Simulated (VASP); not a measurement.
# MgO (P6_3/mmc) in VASP: a series of runs, part 2 of 2

VASP 6.6.1. The steps go on from the part before.

## 4. Single point, PBEsol

This run uses another cell than the first one, of 10.45 Å³/atom, 1.056 times its volume.

Contents of INCAR:

```
SYSTEM = MgO
PREC = Accurate ; ENCUT = 520
EDIFF = 1E-6 ; ISMEAR = 0
SIGMA = 0.01 ; LREAL = .False.
LASPH = .True. ; NELM = 80
ALGO = Normal ; ISIF = 2
LWAVE = .False. ; LCHARG = .False.
GGA = PS ; NBANDS = 16
```

Contents of KPOINTS:

```
regular mesh
0
Gamma
  6 6 6
  0 0 0
```

Contents of POSCAR:

```
MgO
1.0
    3.4272773958      0.0000000000      0.0000000000
   -1.7136386979      2.9681057051      0.0000000000
    0.0000000000      0.0000000000      4.1072120798
Mg O
2 2
Direct
    0.6666666667      0.3333333333      0.7500000000
    0.3333333333      0.6666666667      0.2500000000
    0.6666666667      0.3333333333      0.2500000000
    0.3333333333      0.6666666667      0.7500000000
```

Potentials or basis: VASP PAW PBE potentials, release 64 (Mg, O).

On the command line:

```sh
$ cat potpaw_PBE.64/Mg/POTCAR potpaw_PBE.64/O/POTCAR > POTCAR
$ mpirun -np 1 vasp_std > vasp.out
```

OUTCAR:

```text
SYSTEM = MgO
   PREC = Accurate
   ENCUT = 520
   EDIFF = 1E-6
   ISMEAR = 0
   LREAL = .False.
   LASPH = .True.
   NELM = 80
   ISIF = 2
   GGA = PS

 ion  position               nearest neighbor table
   1  0.667  0.333  0.750-   4 1.98   4 1.98   4 1.98   3 2.05   3 2.05   2 2.85   2 2.85   2 2.85
                             2 2.85   2 2.85   2 2.85
   2  0.333  0.667  0.250-   3 1.98   3 1.98   3 1.98   4 2.05   4 2.05   1 2.85   1 2.85   1 2.85
                             1 2.85   1 2.85   1 2.85
   3  0.667  0.333  0.250-   2 1.98   2 1.98   2 1.98   1 2.05   1 2.05
   4  0.333  0.667  0.750-   1 1.98   1 1.98   1 1.98   2 2.05   2 2.05

  LATTYP: Found a hexagonal cell.
 ALAT       =     3.4272773958
 C/A-ratio  =     1.1983891601

  Lattice vectors:

 A1 = (   3.4272773958,   0.0000000000,   0.0000000000)
 A2 = (  -1.7136386979,   2.9681057051,   0.0000000000)
 A3 = (   0.0000000000,   0.0000000000,   4.1072120798)

Analysis of symmetry for initial positions (statically):
=====================================================================
 Subroutine PRICEL returns:
 Original cell was already a primitive cell.

 Routine SETGRP: Setting up the symmetry group for a
 hexagonal supercell.

[... 171 lines left out ...]
  energy without entropy =      -24.69436332  energy(sigma->0) =      -24.69436332

 E-fermi :   2.3802     XC(G=0): -10.5475

 val. band max:        2.2323648983   @ k =   0.0000   0.0000   0.0000
 cond. band min:       5.8057241782   @ k =   0.0000   0.0000   0.0000
 fundamental gap:      3.5733592799
 Fermi energy:         2.3802494452

 k-point     1 :       0.0000    0.0000    0.0000
  band No.  band energies     occupation
      1     -14.8786      2.00000
      2     -13.3073      2.00000
      3      -1.6521      2.00000
      4       0.3718      2.00000
      5       0.3718      2.00000
      6       1.3491      2.00000
[... 433 lines left out ...]
      3      -1.5875      2.00000
      4      -1.5875      2.00000
      5       0.6447      2.00000
      6       0.6447      2.00000
[... 8 lines left out ...]
     15      17.5462      0.00000
     16      17.5462      0.00000

 [... further k-points ...]
[... 5 lines left out ...]
  --------------------------------------------------------------------------------------
  -------------------------------------------------------------------------------------
  Total        2.1436497      2.1436446      2.3815708      0.0000000      0.0000000      0.0000000
  in kB       82.2031879     82.2029893     91.3268173      0.0000000      0.0000000      0.0000000
  external PRESSURE =      85.2443315 kB  Pullay stress =       0.0000000 kB

 VOLUME and BASIS-vectors are now :
 -----------------------------------------------------------------------------
  energy-cutoff  :      520.00
  volume of cell :       41.78
      direct lattice vectors                 reciprocal lattice vectors
     3.427277396  0.000000000  0.000000000     0.291776791  0.168457612  0.000000000
    -1.713638698  2.968105705  0.000000000     0.000000000  0.336915225  0.000000000
     0.000000000  0.000000000  4.107212080     0.000000000  0.000000000  0.243474157

 POSITION                                       TOTAL-FORCE (eV/Angst)
 -----------------------------------------------------------------------------------
      1.71364      0.98937      3.08041        -0.000000      0.000000      0.000000
     -0.00000      1.97874      1.02680        -0.000000     -0.000000      0.000000
      1.71364      0.98937      1.02680         0.000000     -0.000000      0.000000
     -0.00000      1.97874      3.08041        -0.000000      0.000000     -0.000000
 -----------------------------------------------------------------------------------
    total drift:                               -0.000000      0.000000     -0.000000

  FREE ENERGIE OF THE ION-ELECTRON SYSTEM (eV)
  ---------------------------------------------------
  free  energy   TOTEN  =       -24.6943633197 eV

  energy  without entropy=      -24.6943633197  energy(sigma->0) =      -24.69436332
```

Run time: 21 s. Hardware: 1 thread of Intel Xeon 8259CL, shared host; peak memory 0.17 GiB.

Results:

```
Free energy            : -24.6944 eV
Pressure               : 8.5 GPa
Band gap on the k mesh : 3.57 eV, direct
```

Levels at points of the mesh, in eV from the valence-band top:
```csv
k point,band 5,band 6,band 7,band 8,band 9,band 10,band 11,band 12
"(0.00, 0.00, 0.00)",-1.86,-0.88,-0.88,0.00,3.57,9.81,12.52,12.76
"(0.50, 0.00, 0.00)",-2.50,-2.07,-1.40,-0.56,6.99,9.54,9.83,12.66
"(0.00, 0.00, 0.50)",-1.39,-1.39,-1.39,-1.39,6.63,6.63,13.12,13.12
"(0.50, 0.00, 0.50)",-1.65,-1.65,-0.90,-0.90,7.35,7.35,12.47,12.47
```

Caveat: the PAW data sets were made with another functional, which shifts forces and pressure a little. Expect the measured gap to be larger: semilocal functionals such as PBEsol lack the derivative discontinuity.

## 5. Single point, PBEsol

This run uses another cell than the first one, of 10.72 Å³/atom, 1.083 times its volume.

Contents of INCAR:

```
ALGO = Normal ; EDIFF = 1E-7
ENCUT = 520 ; GGA = PS
ISIF = 2 ; ISMEAR = 0
LASPH = T ; LCHARG = F
LREAL = F ; LWAVE = F
NBANDS = 16 ; NELM = 100
PREC = Accurate ; SIGMA = 0.01
```

Contents of KPOINTS:

```
k-points
0
Gamma
  6 6 6
```

Contents of POSCAR:

```
MgO
1.0
    3.4570813039      0.0000000000      0.0000000000
   -1.7285406519      2.9939166155      0.0000000000
    0.0000000000      0.0000000000      4.1429287602
Mg O
2 2
Direct
    0.6666666667      0.3333333333      0.7500000000
    0.3333333333      0.6666666667      0.2500000000
    0.6666666667      0.3333333333      0.2500000000
    0.3333333333      0.6666666667      0.7500000000
```

On the command line:

```sh
$ cat potpaw_PBE.64/Mg/POTCAR potpaw_PBE.64/O/POTCAR > POTCAR
$ mpirun -np 1 vasp_std > vasp.out
```

It took 29 s on 1 thread of Intel Xeon 8259CL, shared host; peak memory 0.17 GiB.

It converged, with:

```yaml
Free_energy: -24.7396 eV
Pressure: 4.4 GPa
Band_gap_on_the_k_mesh: 3.44 eV, direct
```

Stress tensor (GPa, compression positive):
```
4.20 0.00 0.00
0.00 4.20 0.00
0.00 0.00 4.77
```

Levels at points of the mesh, in eV from the valence-band top:
```tsv
k point	band 5	band 6	band 7	band 8	band 9	band 10	band 11	band 12
(0.00, 0.00, 0.00)	-1.81	-0.85	-0.85	0.00	3.44	9.59	12.31	12.58
(0.50, 0.00, 0.00)	-2.43	-2.02	-1.36	-0.54	6.92	9.27	9.76	12.35
(0.00, 0.00, 0.50)	-1.35	-1.35	-1.35	-1.35	6.49	6.49	12.94	12.94
(0.50, 0.00, 0.50)	-1.60	-1.60	-0.87	-0.87	7.26	7.26	12.17	12.17
```

Caveat: the PAW data sets were made with another functional, which shifts forces and pressure a little.

## 6. Single point, PBEsol

This run uses another cell than the first one, of 10.99 Å³/atom, 1.111 times its volume.

Contents of INCAR:

```
PREC     = Accurate       # precision mode
ENCUT    = 520            # plane-wave cutoff, eV
EDIFF    = 1E-6           # SCF threshold, eV
ISMEAR   = 0              # smearing method
SIGMA    = 0.01           # smearing width, eV
LREAL    = F              # projectors in reciprocal space
LASPH    = T              # aspherical terms in the spheres
NELM     = 80             # most SCF steps
ALGO     = Normal         # electronic algorithm
ISIF     = 2              # what is computed and relaxed
LWAVE    = F              # write WAVECAR
LCHARG   = F              # write CHGCAR
GGA      = PS             # functional
NBANDS   = 16             # bands
```

Contents of KPOINTS:

```
regular mesh
0
Gamma
  6 6 6
```

Contents of POSCAR:

```
MgO
1.0
    3.4863800000      0.0000000000      0.0000000000
   -1.7431900000      3.0192900000      0.0000000000
    0.0000000000      0.0000000000      4.1780400000
Mg O
2 2
Direct
    0.6666666667      0.3333333333      0.7500000000
    0.3333333333      0.6666666667      0.2500000000
    0.6666666667      0.3333333333      0.2500000000
    0.3333333333      0.6666666667      0.7500000000
```

Potentials or basis: VASP PAW PBE potentials, release 64 (Mg, O).

On the command line:

```sh
$ cat potpaw_PBE.64/Mg/POTCAR potpaw_PBE.64/O/POTCAR > POTCAR
$ mpirun -np 1 vasp_std > vasp.out
```

OUTCAR:

```text
PREC = Accurate
   ENCUT = 520
   EDIFF = 1E-6
   ISMEAR = 0
   LREAL = F
   LASPH = T
   NELM = 80
   ISIF = 2
   GGA = PS

 ion  position               nearest neighbor table
   1  0.667  0.333  0.750-   4 2.01   4 2.01   4 2.01   3 2.09   3 2.09   2 2.90   2 2.90   2 2.90
                             2 2.90   2 2.90   2 2.90
   2  0.333  0.667  0.250-   3 2.01   3 2.01   3 2.01   4 2.09   4 2.09   1 2.90   1 2.90   1 2.90
                             1 2.90   1 2.90   1 2.90
   3  0.667  0.333  0.250-   2 2.01   2 2.01   2 2.01   1 2.09   1 2.09
[... 662 lines left out ...]
  --------------------------------------------------------------------------------------
  -------------------------------------------------------------------------------------
  Total        0.1808120      0.1808115      0.2604561     -0.0000000      0.0000000      0.0000000
  in kB        6.5869694      6.5869535      9.4883996     -0.0000000      0.0000000      0.0000000
  external PRESSURE =       7.5541075 kB  Pullay stress =       0.0000000 kB

 VOLUME and BASIS-vectors are now :
 -----------------------------------------------------------------------------
  energy-cutoff  :      520.00
  volume of cell :       43.98
      direct lattice vectors                 reciprocal lattice vectors
     3.486380000  0.000000000  0.000000000     0.286830466  0.165601847  0.000000000
    -1.743190000  3.019290000  0.000000000     0.000000000  0.331203694  0.000000000
     0.000000000  0.000000000  4.178040000     0.000000000  0.000000000  0.239346679

 POSITION                                       TOTAL-FORCE (eV/Angst)
 -----------------------------------------------------------------------------------
      1.74319      1.00643      3.13353        -0.000000      0.000000      0.000000
     -0.00000      2.01286      1.04451        -0.000000     -0.000000      0.000000
      1.74319      1.00643      1.04451        -0.000000      0.000000      0.000000
     -0.00000      2.01286      3.13353         0.000000     -0.000000      0.000000
 -----------------------------------------------------------------------------------
    total drift:                               -0.000000      0.000000     -0.000000

  FREE ENERGIE OF THE ION-ELECTRON SYSTEM (eV)
  ---------------------------------------------------
  free  energy   TOTEN  =       -24.7581553414 eV

  energy  without entropy=      -24.7581553414  energy(sigma->0) =      -24.75815534
```

Run time: 30 s. Hardware: 1 thread of Intel Xeon 8259CL, shared host; peak memory 0.17 GiB.

What came out:

```yaml
Free_energy: -24.7582 eV
Pressure: 0.8 GPa
Band_gap_on_the_k_mesh: 3.31 eV, direct
```

Levels at points of the mesh, in eV from the valence-band top:
| k point | band 6 | band 7 | band 8 | band 9 | band 10 | band 11 |
| --- | --- | --- | --- | --- | --- | --- |
| (0.00, 0.00, 0.00) | -0.81 | -0.81 | 0.00 | 3.31 | 9.39 | 12.11 |
| (0.50, 0.00, 0.00) | -1.98 | -1.32 | -0.53 | 6.84 | 9.01 | 9.68 |
| (0.00, 0.00, 0.50) | -1.30 | -1.30 | -1.30 | 6.35 | 6.35 | 12.77 |
| (0.50, 0.00, 0.50) | -1.56 | -0.83 | -0.83 | 7.17 | 7.17 | 11.89 |

Caveat: the PAW data sets were made with another functional, which shifts forces and pressure a little. As with any semilocal functional, this PBEsol gap is likely too small.

## 7. The runs side by side

```csv
cell,gap on the mesh (eV),pressure (GPa)
"a = 3.366, b = 3.366, c = 4.034 Å, angles 90.0, 90.0, 120.0°, 4 atoms",3.85,18.6
"a = 3.397, b = 3.397, c = 4.071 Å, angles 90.0, 90.0, 120.0°, 4 atoms",3.71,13.2
"a = 3.427, b = 3.427, c = 4.107 Å, angles 90.0, 90.0, 120.0°, 4 atoms",3.57,8.5
"a = 3.457, b = 3.457, c = 4.143 Å, angles 90.0, 90.0, 120.0°, 4 atoms",3.44,4.4
"a = 3.486, b = 3.486, c = 4.178 Å, angles 90.0, 90.0, 120.0°, 4 atoms",3.31,0.8
```

Alike in all rows: task single point; level PBEsol; potentials or basis VASP PAW PBE potentials, release 64 (Mg, O); no spin polarisation; k mesh 6 × 6 × 6; cutoff (eV) 520; smearing gaussian 0.01 eV.

Caveats: the PAW data sets were made with another functional, which shifts forces and pressure a little.

Total energies depend on the potentials used, so only differences within one code and one set of settings carry meaning.
